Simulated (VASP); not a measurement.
# Li (R-3m) in VASP: notebook

Li is run at these levels: r2SCAN; tasks: electric field gradients.

All numbers are computed with VASP 6.6.1; they aren't measurements. Logs are shortened: lines on timing, memory, paths and dates and some standing lists are left out, and cuts for length are marked.

**1. The cell of the first run**

It takes space group R-3m (No. 166, trigonal). Conventional cell: a = 4.148 Å, b = 4.148 Å, c = 10.161 Å, α = 90.00°, β = 90.00°, γ = 120.00°. Within 3.0 Å of Li (site symmetry 3m) lie 4 Li at 2.24 to 2.66 Å.

**2. Electric field gradients, r2SCAN (shortest bond scaled by 0.88)**

POSCAR

```
Li
1.0
    0.0000000000      2.9332963867      2.9332963867
    2.9332963867      0.0000000000      2.9332963867
    2.9332963867      2.9332963867      0.0000000000
Li
2
Direct
   -0.1700000000     -0.1100000000     -0.1100000000
    0.1700000000      0.1100000000      0.1100000000
```

INCAR.step1

```
SYSTEM = Li
ALGO = Normal
EDIFF = 1E-4
ENCUT = 520
GGA = PE
ISMEAR = -1
LASPH = .True.
LCHARG = .False.
LREAL = .False.
LWAVE = .True.
NBANDS = 10
NELM = 80
PREC = Accurate
SIGMA = 0.05
```

INCAR.step2

```
SYSTEM = Li
ALGO = Normal
EDIFF = 1E-8
ENCUT = 520
ISIF = 2
ISMEAR = -1
ISTART = 1
LASPH = .True.
LCHARG = .False.
LEFG = .True.
LMIXTAU = .True.
LREAL = .False.
LWAVE = .False.
METAGGA = R2SCAN
NBANDS = 10
NELM = 80
PREC = Accurate
SIGMA = 0.05
```

KPOINTS

```
k-points
0
Gamma
  9 9 9
  0 0 0
```

Potentials or basis: VASP PAW PBE potentials, release 64 (Li_sv).

Run with:

```
$ cat potpaw_PBE.64/Li_sv/POTCAR > POTCAR
$ cp INCAR.step1 INCAR
$ mpirun -np 1 vasp_std > vasp.out
$ cp INCAR.step2 INCAR
$ mpirun -np 1 vasp_std > vasp.out
```

OUTCAR:

```text
SYSTEM = Li
   EDIFF = 1E-8
   ENCUT = 520
   ISIF = 2
   ISMEAR = -1
   ISTART = 1
   LASPH = .True.
   LREAL = .False.
   METAGGA = R2SCAN
   NELM = 80
   PREC = Accurate

 ion  position               nearest neighbor table
   1  0.830  0.890  0.890-   2 2.24
   2  0.170  0.110  0.110-   1 2.24

  LATTYP: Found a face centered cubic cell.
 ALAT       =     5.8665927734

  Lattice vectors:

 A1 = (   0.0000000000,   2.9332963867,   2.9332963867)
 A2 = (   2.9332963867,   0.0000000000,   2.9332963867)
 A3 = (   2.9332963867,   2.9332963867,   0.0000000000)

Analysis of symmetry for initial positions (statically):
=====================================================================
 Subroutine PRICEL returns:
 Original cell was already a primitive cell.

 Routine SETGRP: Setting up the symmetry group for a
 face centered cubic supercell.

 Subroutine GETGRP returns: Found 12 space group operations
 (whereof  4 operations were pure point group operations)
 out of a pool of 48 trial point group operations.

The static configuration has the point symmetry C_2h.
 The point group associated with its full space group is D_3d.

Analysis of symmetry for dynamics (positions and initial velocities):
=====================================================================
 Subroutine PRICEL returns:
 Original cell was already a primitive cell.

 Routine SETGRP: Setting up the symmetry group for a
 face centered cubic supercell.

 Subroutine GETGRP returns: Found 12 space group operations
 (whereof  4 operations were pure point group operations)
 out of a pool of 48 trial point group operations.

The dynamic configuration has the point symmetry C_2h.
 The point group associated with its full space group is D_3d.

 Subroutine INISYM returns: Found 12 space group operations
 (whereof  4 operations are pure point group operations),
 and found     1 'primitive' translations

----------------------------------------------------------------------------------------

                                     Primitive cell

  volume of cell :      50.4775

  direct lattice vectors                    reciprocal lattice vectors
     0.000000000  2.933296387  2.933296387    -0.170456692  0.170456692  0.170456692
     2.933296387  0.000000000  2.933296387     0.170456692 -0.170456692  0.170456692
     2.933296387  2.933296387  0.000000000     0.170456692  0.170456692 -0.170456692

  length of vectors
     4.148307533  4.148307533  4.148307533     0.295239652  0.295239652  0.295239652

  position of ions in fractional coordinates (direct lattice)
     0.830000000  0.890000000  0.890000000
     0.170000000  0.110000000  0.110000000

  ion indices of the primitive-cell ions
   primitive index   ion index
                 1           1
                 2           2

----------------------------------------------------------------------------------------

 KPOINTS: k-points

Automatic generation of k-mesh.
 Grid dimensions read from file:
 generate k-points for:    9    9    9

 Generating k-lattice:

  Cartesian coordinates                     Fractional coordinates (reciprocal lattice)
    -0.018939632  0.018939632  0.018939632     0.111111111  0.000000000  0.000000000
     0.018939632 -0.018939632  0.018939632     0.000000000  0.111111111  0.000000000
     0.018939632  0.018939632 -0.018939632     0.000000000  0.000000000  0.111111111

  Length of vectors
     0.032804406  0.032804406  0.032804406

  Shift w.r.t. Gamma in fractional coordinates (k-lattice)
     0.000000000  0.000000000  0.000000000

 Subroutine IBZKPT returns following result:
 ===========================================

 Found     85 irreducible k-points:

 Following reciprocal coordinates:
            Coordinates               Weight
  0.000000  0.000000  0.000000      1.000000
  0.111111  0.000000  0.000000      2.000000
  0.000000  0.111111  0.000000      6.000000
  0.222222  0.000000  0.000000      2.000000
  0.000000  0.222222  0.000000      6.000000
  0.333333  0.000000  0.000000      2.000000
[... 16 lines left out ...]
 -0.333333  0.111111  0.000000      6.000000
  0.000000 -0.333333  0.111111     12.000000
 [... further k-points ...]
   k-points           NKPTS =     85   k-points in BZ     NKDIM =     85   number of bands    NBANDS=     10
   number of dos      NEDOS =    301   number of ions     NIONS =      2
   total plane-waves  NPLWV =  32768
   dimension x,y,z NGX =    32 NGY =   32 NGZ =   32
   dimension x,y,z NGXF=    64 NGYF=   64 NGZF=   64
   ions per type =               2
   NGX,Y,Z   is equivalent  to a cutoff of  12.82, 12.82, 12.82 a.u.
   NGXF,Y,Z  is equivalent  to a cutoff of  25.65, 25.65, 25.65 a.u.
 SYSTEM =  Li
   PREC   = accura    normal or accurate (medium, high low for compatibility)
   ISTART =      1    job   : 0-new  1-cont  2-samecut
   ICHARG =      0    charge: 1-file 2-atom 10-const
   ISPIN  =      1    spin polarized calculation?
   LNONCOLLINEAR =      F non collinear calculations
   LSORBIT =      F    spin-orbit coupling
   LASPH  =      T    aspherical Exc in radial PAW
   ENCUT  =  520.0 eV  38.22 Ry    6.18 a.u.   7.71  7.71  7.71*2*pi/ulx,y,z
   NELM   =     80;   NELMIN=  2; NELMDL=  0     # of ELM steps
   EDIFF  = 0.1E-07   stopping-criterion for ELM
   LREAL  =      F    real-space projection
   EDIFFG = 0.1E-06   stopping-criterion for IOM
   NSW    =      0    number of steps for IOM
   IBRION =     -1    ionic relax: 0-MD 1-quasi-New 2-CG
   NFREE  =      0    steps in history (QN), initial steepest desc. (CG)
   ISIF   =      2    stress and relaxation
   ISYM   =      2    0-nonsym 1-usesym 2-fastsym
   POTIM  = 0.5000    time-step for ionic-motion
   TEBEG  =    0.0;   TEEND  =   0.0 temperature during run
   PSTRESS=    0.0 pullay stress
   NELECT =       6.0000    total number of electrons
   NUPDOWN=      -1.0000    fix difference up-down
   EMIN   =  10.00;   EMAX   =-10.00  energy-range for DOS
   EFERMI =   0.00;   METHOD = LEGACY
   ISMEAR =    -1;   SIGMA  =   0.05  broadening in eV -4-tet -1-fermi 0-gaus
   EFERMI_NEDOS =   21; number of points for ismear=-14 and -15
   IALGO  =     38    algorithm
   IMIX   =      4    mixing-type and parameters
     AMIX     =   0.40;   BMIX     =  1.00
     AMIX_MAG =   1.60;   BMIX_MAG =  1.00
  volume/ion in A,a.u.               =      25.24       170.32
  Fermi-wavevector in a.u.,A,eV,Ry     =   0.804932  1.521101  8.815430  0.647916
  Thomas-Fermi vector in A             =   1.913082
   LORBIT       =      0    0 simple, 1 ext, 2 COOP (PROOUT), +10 PAW based schemes
   METAGGA = R2SCAN    functional components
   LHFCALC =     F    Hartree Fock is set to
   AEXX    =    0.0000 exact exchange contribution
   IVDW    =     0    specifies the selected vdW correction
   LEPSILON=     F    determine dielectric tensor
   LRPA    =     F    only Hartree local field effects (RPA)
 non-spin polarized calculation
  energy-cutoff  :      520.00
  volume of cell :       50.48
 maximum number of plane-waves:      1372
   NGX = 15   NGY = 15   NGZ = 15

 number of electron       6.0000008 magnetization

 Free energy of the ion-electron system (eV)
  ---------------------------------------------------
  ext. energy  EPLUGINS =         0.00000000
  ---------------------------------------------------
  free energy    TOTEN  =        -3.64468194 eV

  energy without entropy =       -3.63996918  energy(sigma->0) =       -3.64232556

 E-fermi :   0.3389     XC(G=0):  -6.8845

 val. band max:        0.3054564731   @ k =   0.0000  -0.4444   0.4444
 cond. band min:       0.3528263191   @ k =  -0.4444   0.2222   0.0000
 fundamental gap:      0.0473698460
 Fermi energy:         0.3388647775

 k-point     1 :       0.0000    0.0000    0.0000
  band No.  band energies     occupation
      1     -49.3425      2.00000
      2     -49.2427      2.00000
      3      -3.3613      2.00000
      4       5.8540      0.00000
      5       7.0365      0.00000
      6       7.0371      0.00000
      7       7.2966      0.00000
      8       7.2972      0.00000
      9       8.2576      0.00000
     10      12.6731      0.00000
[... 287 lines left out ...]
 k-point    24 :       0.0000   -0.3333    0.1111
  band No.  band energies     occupation
      1     -49.3312      2.00000
      2     -49.2535      2.00000
      3      -1.7725      2.00000
      4       1.3604      0.00000
      5       4.2180      0.00000
      6       5.0945      0.00000
      7       7.6679      0.00000
      8       8.7640      0.00000
      9      10.5381      0.00000
     10      11.1083      0.00000

 [... further k-points ...]

------------------------ aborting loop because EDIFF is reached ----------------------------------------

  FORCE on cell =-STRESS in cart. coord.  units (eV):
  Direction    XX          YY          ZZ          XY          YZ          ZX
  --------------------------------------------------------------------------------------
  -------------------------------------------------------------------------------------
  Total       -0.0697761     -0.0697761     -0.0697761     -0.7959219      0.7959219     -0.7959219
  in kB       -2.2147233     -2.2147233     -2.2147233    -25.2628990     25.2628990    -25.2628990
  external PRESSURE =      -2.2147233 kB  Pullay stress =       0.0000000 kB

 VOLUME and BASIS-vectors are now :
 -----------------------------------------------------------------------------
  energy-cutoff  :      520.00
  volume of cell :       50.48
      direct lattice vectors                 reciprocal lattice vectors
     0.000000000  2.933296387  2.933296387    -0.170456692  0.170456692  0.170456692
     2.933296387  0.000000000  2.933296387     0.170456692 -0.170456692  0.170456692
     2.933296387  2.933296387  0.000000000     0.170456692  0.170456692 -0.170456692

 POSITION                                       TOTAL-FORCE (eV/Angst)
 -----------------------------------------------------------------------------------
      5.22127      5.04527      5.04527        -0.326891      0.326891      0.326891
      0.64533      0.82132      0.82132         0.326891     -0.326891     -0.326891
 -----------------------------------------------------------------------------------
    total drift:                                0.000000      0.000000      0.000000

  FREE ENERGIE OF THE ION-ELECTRON SYSTEM (eV)
  ---------------------------------------------------
  free  energy   TOTEN  =        -3.6446819375 eV

  energy  without entropy=       -3.6399691788  energy(sigma->0) =       -3.64232556

 Electric field gradients (V/A^2)
---------------------------------------------------------------------
 ion       V_xx      V_yy      V_zz      V_xy      V_xz      V_yz
---------------------------------------------------------------------
   1      -0.000     0.000     0.000    -0.643    -0.643     0.647
   2      -0.000     0.000     0.000    -0.643    -0.643     0.647
---------------------------------------------------------------------

 Electric field gradients after diagonalization (V/A^2)
 (convention: |V_zz| > |V_xx| > |V_yy|)
----------------------------------------------------------------------
 ion       V_xx      V_yy      V_zz     asymmetry (V_yy - V_xx)/ V_zz
----------------------------------------------------------------------
   1      -0.647    -0.642     1.289       0.004
   2      -0.647    -0.642     1.289       0.004
----------------------------------------------------------------------

           NMR quadrupolar parameters

 Cq : quadrupolar parameter    Cq=e*Q*V_zz/h
 eta: asymmetry parameters     (V_yy - V_xx)/ V_zz
 Q  : nuclear electric quadrupole moment in mb (millibarn)
----------------------------------------------------------------------
 ion       Cq(MHz)       eta       Q (mb)
----------------------------------------------------------------------
   1       0.003       0.004       1.000
   2       0.003       0.004       1.000
----------------------------------------------------------------------
```

Wall time 6.9 min (1 thread of AMD EPYC 7R43 (Zen 3), shared host); peak memory 0.15 GiB.

What came out:

```
Free energy            : -3.6447 eV
Largest force          : 0.566 eV/Å
Band gap on the k mesh : zero (band 3 reaches 0.65 eV, above the bottom of band 4 at 0.03 eV)
```

Forces in eV/Å, atoms in the order of the input:
```
Li  -0.327  0.327  0.327
Li   0.327 -0.327 -0.327
```

Electric field gradients, principal values (V/Å²):
```csv
atom,least,middle,greatest (by size)
1 Li,-0.642,-0.647,1.289
2 Li,-0.642,-0.647,1.289
```

Caveat: the cell differs from its parent crystal (shortest bond scaled by 0.88); the cutoff is under 1.25 times the usual one of these potentials, so pressure, stress and relaxed cells hold a basis-set (Pulay) error; without QUAD_EFG the Cq values of the log hold for a quadrupole moment of 1 mb, not for the nuclei; the PAW data sets were made with another functional, which shifts forces and pressure a little.

(Part 1 of 2 ends here.)
